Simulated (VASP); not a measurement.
# B (Pm-3m) in VASP: further runs

Runs on B. Level: revPBE. Tasks: single point.

Program: VASP 6.6.1. These are calculated values, not measurements. Logs are shortened: lines on timing, memory, paths and dates and some standing lists are left out, and cuts for length are marked.

**1. The cell of the first run**

The structure is cubic, space group Pm-3m (No. 221). Conventional cell: a = 1.892 Å, b = 1.892 Å, c = 1.892 Å, α = 90.00°, β = 90.00°, γ = 90.00°. Within 2.5 Å of B (site symmetry m-3m) lie 6 B at 1.89 Å.

**2. Single point, revPBE**

Contents of INCAR:

```
ALGO = Normal
EDIFF = 1E-6
ENCUT = 520
GGA = RE
ISIF = 2
ISMEAR = -1
LASPH = T
LCHARG = F
LREAL = F
LWAVE = F
NBANDS = 8
NELM = 100
PREC = Accurate
SIGMA = 0.1
```

Contents of KPOINTS:

```
k-points
0
Gamma
  16 16 16
```

Contents of POSCAR:

```
B
1.0
    1.8918842930      0.0000000000      0.0000000000
    0.0000000000      1.8918842930      0.0000000000
    0.0000000000      0.0000000000      1.8918842930
B
1
Direct
    0.0000000000      0.0000000000      0.0000000000
```

Potentials or basis: VASP PAW PBE potentials, release 64 (B).

Started as:

```
cat potpaw_PBE.64/B/POTCAR > POTCAR
mpirun -np 1 vasp_std > vasp.out
```

OUTCAR:

```text
EDIFF = 1E-6
   ENCUT = 520
   GGA = RE
   ISIF = 2
   ISMEAR = -1
   LASPH = T
   LREAL = F
   NELM = 100
   PREC = Accurate

 ion  position               nearest neighbor table
   1  0.000  0.000  0.000-

  LATTYP: Found a simple cubic cell.
 ALAT       =     1.8918842930

  Lattice vectors:

 A1 = (   1.8918842930,   0.0000000000,   0.0000000000)
 A2 = (   0.0000000000,   1.8918842930,   0.0000000000)
 A3 = (   0.0000000000,   0.0000000000,   1.8918842930)

Analysis of symmetry for initial positions (statically):
=====================================================================
 Subroutine PRICEL returns:
 Original cell was already a primitive cell.

 Routine SETGRP: Setting up the symmetry group for a
 simple cubic supercell.

 Subroutine GETGRP returns: Found 48 space group operations
 (whereof 48 operations were pure point group operations)
 out of a pool of 48 trial point group operations.

The static configuration has the point symmetry O_h .

Analysis of symmetry for dynamics (positions and initial velocities):
=====================================================================
 Subroutine PRICEL returns:
 Original cell was already a primitive cell.

 Routine SETGRP: Setting up the symmetry group for a
 simple cubic supercell.

 Subroutine GETGRP returns: Found 48 space group operations
 (whereof 48 operations were pure point group operations)
 out of a pool of 48 trial point group operations.

The dynamic configuration has the point symmetry O_h .

 Subroutine INISYM returns: Found 48 space group operations
 (whereof 48 operations are pure point group operations),
 and found     1 'primitive' translations

----------------------------------------------------------------------------------------

                                     Primitive cell

  volume of cell :       6.7715

  direct lattice vectors                    reciprocal lattice vectors
     1.891884293  0.000000000  0.000000000     0.528573552  0.000000000  0.000000000
     0.000000000  1.891884293  0.000000000     0.000000000  0.528573552  0.000000000
     0.000000000  0.000000000  1.891884293     0.000000000  0.000000000  0.528573552

  length of vectors
     1.891884293  1.891884293  1.891884293     0.528573552  0.528573552  0.528573552

  position of ions in fractional coordinates (direct lattice)
     0.000000000  0.000000000  0.000000000

  ion indices of the primitive-cell ions
   primitive index   ion index
                 1           1

----------------------------------------------------------------------------------------

 KPOINTS: k-points

Automatic generation of k-mesh.
 Grid dimensions read from file:
 generate k-points for:   16   16   16

 Generating k-lattice:

  Cartesian coordinates                     Fractional coordinates (reciprocal lattice)
     0.033035847  0.000000000  0.000000000     0.062500000  0.000000000  0.000000000
     0.000000000  0.033035847  0.000000000     0.000000000  0.062500000  0.000000000
     0.000000000  0.000000000  0.033035847     0.000000000  0.000000000  0.062500000

  Length of vectors
     0.033035847  0.033035847  0.033035847

  Shift w.r.t. Gamma in fractional coordinates (k-lattice)
     0.000000000  0.000000000  0.000000000

 Subroutine IBZKPT returns following result:
 ===========================================

 Found    165 irreducible k-points:

 Following reciprocal coordinates:
            Coordinates               Weight
  0.000000  0.000000  0.000000      1.000000
  0.062500  0.000000  0.000000      6.000000
  0.125000  0.000000  0.000000      6.000000
  0.187500  0.000000  0.000000      6.000000
  0.250000  0.000000  0.000000      6.000000
  0.312500  0.000000  0.000000      6.000000
[... 16 lines left out ...]
  0.437500  0.125000  0.000000     24.000000
  0.500000  0.125000  0.000000     12.000000
 [... further k-points ...]
   k-points           NKPTS =    165   k-points in BZ     NKDIM =    165   number of bands    NBANDS=      8
   number of dos      NEDOS =    301   number of ions     NIONS =      1
   total plane-waves  NPLWV =   2744
   dimension x,y,z NGX =    14 NGY =   14 NGZ =   14
   dimension x,y,z NGXF=    28 NGYF=   28 NGZF=   28
   ions per type =               1
   NGX,Y,Z   is equivalent  to a cutoff of  12.30, 12.30, 12.30 a.u.
   NGXF,Y,Z  is equivalent  to a cutoff of  24.60, 24.60, 24.60 a.u.
 SYSTEM =  unknown system
   PREC   = accura    normal or accurate (medium, high low for compatibility)
   ISTART =      0    job   : 0-new  1-cont  2-samecut
   ICHARG =      2    charge: 1-file 2-atom 10-const
   ISPIN  =      1    spin polarized calculation?
   LNONCOLLINEAR =      F non collinear calculations
   LSORBIT =      F    spin-orbit coupling
   LASPH  =      T    aspherical Exc in radial PAW
   ENCUT  =  520.0 eV  38.22 Ry    6.18 a.u.   3.52  3.52  3.52*2*pi/ulx,y,z
   NELM   =    100;   NELMIN=  2; NELMDL= -5     # of ELM steps
   EDIFF  = 0.1E-05   stopping-criterion for ELM
   LREAL  =      F    real-space projection
   EDIFFG = 0.1E-04   stopping-criterion for IOM
   NSW    =      0    number of steps for IOM
   IBRION =     -1    ionic relax: 0-MD 1-quasi-New 2-CG
   NFREE  =      0    steps in history (QN), initial steepest desc. (CG)
   ISIF   =      2    stress and relaxation
   ISYM   =      2    0-nonsym 1-usesym 2-fastsym
   POTIM  = 0.5000    time-step for ionic-motion
   TEBEG  =    0.0;   TEEND  =   0.0 temperature during run
   PSTRESS=    0.0 pullay stress
   NELECT =       3.0000    total number of electrons
   NUPDOWN=      -1.0000    fix difference up-down
   EMIN   =  10.00;   EMAX   =-10.00  energy-range for DOS
   EFERMI =   0.00;   METHOD = LEGACY
   ISMEAR =    -1;   SIGMA  =   0.10  broadening in eV -4-tet -1-fermi 0-gaus
   EFERMI_NEDOS =   21; number of points for ismear=-14 and -15
   IALGO  =     38    algorithm
   IMIX   =      4    mixing-type and parameters
     AMIX     =   0.40;   BMIX     =  1.00
     AMIX_MAG =   1.60;   BMIX_MAG =  1.00
  volume/ion in A,a.u.               =       6.77        45.70
  Fermi-wavevector in a.u.,A,eV,Ry     =   1.248018  2.358411 21.191723  1.557548
  Thomas-Fermi vector in A             =   2.382123
   LORBIT       =      0    0 simple, 1 ext, 2 COOP (PROOUT), +10 PAW based schemes
   GGA     = RE    functional components
   LHFCALC =     F    Hartree Fock is set to
   AEXX    =    0.0000 exact exchange contribution
   IVDW    =     0    specifies the selected vdW correction
   LEPSILON=     F    determine dielectric tensor
   LRPA    =     F    only Hartree local field effects (RPA)
 non-spin polarized calculation
  energy-cutoff  :      520.00
  volume of cell :        6.77
 maximum number of plane-waves:       192
   NGX =  7   NGY =  7   NGZ =  7

 number of electron       3.0000000 magnetization

 Free energy of the ion-electron system (eV)
  ---------------------------------------------------
  ext. energy  EPLUGINS =         0.00000000
  ---------------------------------------------------
  free energy    TOTEN  =        -5.39494796 eV

  energy without entropy =       -5.38828905  energy(sigma->0) =       -5.39161850

 E-fermi :   7.0305     XC(G=0): -12.3346

 val. band max:        6.9785254734   @ k =   0.3750   0.3125   0.1250
 cond. band min:       7.0636288961   @ k =   0.3750   0.2500   0.1875
 fundamental gap:      0.0851034227
 Fermi energy:         7.0304800058

 k-point     1 :       0.0000    0.0000    0.0000
  band No.  band energies     occupation
      1      -8.7357      2.00000
      2      20.5811      0.00000
      3      20.5811      0.00000
      4      20.5811      0.00000
      5      30.8230      0.00000
      6      30.8230      0.00000
      7      39.8420      0.00000
      8      60.0173      0.00000

 k-point     2 :       0.0625    0.0000    0.0000
  band No.  band energies     occupation
      1      -8.6032      2.00000
      2      19.2274      0.00000
      3      20.6919      0.00000
      4      20.6919      0.00000
      5      30.9769      0.00000
      6      32.3176      0.00000
      7      39.7785      0.00000
      8      58.9516      0.00000

 k-point     3 :       0.1250    0.0000    0.0000
  band No.  band energies     occupation
      1      -8.2060      2.00000
      2      16.4071      0.00000
      3      21.0181      0.00000
      4      21.0181      0.00000
      5      31.4365      0.00000
      6      35.4327      0.00000
      7      39.6939      0.00000
      8      56.3175      0.00000

 k-point     4 :       0.1875    0.0000    0.0000
  band No.  band energies     occupation
      1      -7.5451      2.00000
      2      13.2743      0.00000
      3      21.5382      0.00000
      4      21.5382      0.00000
      5      32.1950      0.00000
      6      37.8662      0.00000
      7      40.6573      0.00000
      8      53.1381      0.00000

 k-point     5 :       0.2500    0.0000    0.0000
  band No.  band energies     occupation
      1      -6.6227      2.00000
      2      10.1923      0.00000
      3      22.2114      0.00000
      4      22.2114      0.00000
      5      33.2384      0.00000
      6      37.9629      0.00000
      7      43.7752      0.00000
      8      50.0263      0.00000
[... 177 lines left out ...]
 k-point    22 :       0.3750    0.1250    0.0000
  band No.  band energies     occupation
      1      -3.4905      2.00000
      2       5.0115      2.00000
      3      20.6832      0.00000
      4      24.0895      0.00000
      5      33.2504      0.00000
      6      38.8518      0.00000
      7      44.4549      0.00000
      8      45.6621      0.00000

 k-point    23 :       0.4375    0.1250    0.0000
  band No.  band energies     occupation
      1      -1.8628      2.00000
      2       2.6506      2.00000
      3      21.4507      0.00000
      4      24.6247      0.00000
      5      32.0764      0.00000
      6      40.2032      0.00000
      7      43.0336      0.00000
      8      44.2611      0.00000

 k-point    24 :       0.5000    0.1250    0.0000
  band No.  band energies     occupation
      1      -0.5904      2.00000
      2       1.1323      2.00000
      3      21.7627      0.00000
      4      24.8263      0.00000
      5      31.6205      0.00000
      6      41.3314      0.00000
      7      41.9064      0.00000
      8      43.7683      0.00000

 [... further k-points ...]
[... 5 lines left out ...]
  --------------------------------------------------------------------------------------
  -------------------------------------------------------------------------------------
  Total       -0.0027608     -0.0027608     -0.0027608     -0.0000000     -0.0000000      0.0000000
  in kB       -0.6532142     -0.6532142     -0.6532142     -0.0000000     -0.0000000      0.0000000
  external PRESSURE =      -0.6532142 kB  Pullay stress =       0.0000000 kB

 VOLUME and BASIS-vectors are now :
 -----------------------------------------------------------------------------
  energy-cutoff  :      520.00
  volume of cell :        6.77
      direct lattice vectors                 reciprocal lattice vectors
     1.891884293  0.000000000  0.000000000     0.528573552  0.000000000  0.000000000
     0.000000000  1.891884293  0.000000000     0.000000000  0.528573552  0.000000000
     0.000000000  0.000000000  1.891884293     0.000000000  0.000000000  0.528573552

 POSITION                                       TOTAL-FORCE (eV/Angst)
 -----------------------------------------------------------------------------------
      0.00000      0.00000      0.00000         0.000000      0.000000      0.000000
 -----------------------------------------------------------------------------------
    total drift:                                0.000000      0.000000     -0.000000

  FREE ENERGIE OF THE ION-ELECTRON SYSTEM (eV)
  ---------------------------------------------------
  free  energy   TOTEN  =        -5.3949479581 eV

  energy  without entropy=       -5.3882890463  energy(sigma->0) =       -5.39161850
```

It took 1.8 s on 1 thread of Intel Xeon 6975P-C (Granite Rapids), shared host; peak memory 0.1 GiB.

Results:

- Free energy: -5.3949 eV
- Pressure: -0.1 GPa

Caveat: the PAW data sets were made with another functional, which shifts forces and pressure a little.

(Part 1 of 2 ends here.)
